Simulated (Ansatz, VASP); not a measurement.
## Two plane-wave programs on SnSe2

```xyz
3
Lattice="3.8718 0.0000 0.0000 -1.9359 3.3530 0.0000 0.0000 0.0000 6.9992" Properties=species:S:1:pos:R:3 pbc="T T T"
Sn    0.0000    0.0000    0.0000
Se    0.0000    2.2354    1.5947
Se    1.9359    1.1177    5.4045
```

Alike in both runs: functional PBE; k mesh 12 × 12 × 6; no spin polarisation.

Ansatz relaxed the structure, and its values are those at the end. VASP's run is a single point on that final structure, the one shown.

|  | VASP | Ansatz |
| --- | --- | --- |
| version | VASP 6.6.1 | Ansatz 0.2.0 |
| potentials or method | VASP PAW PBE potentials, release 64 (Sn_d, Se) | plane waves, PAW |
| plane-wave cutoff (eV) | 520 | 420 |
| occupations | gaussian, width 0.01 eV | fixed |
| valence electrons in the cell | 26 | 46 |

|  | VASP | Ansatz | Ansatz less VASP |
| --- | --- | --- | --- |
| pressure (GPa) | 0.1 | 0.0 | -0.05 |
| rms of the force components (eV/Å) | 0.006 | 0.000 | -0.0056 |

VASP's potentials hold 26 valence electrons a cell and Ansatz's 46, so a difference there can come from the potentials and not from the codes.
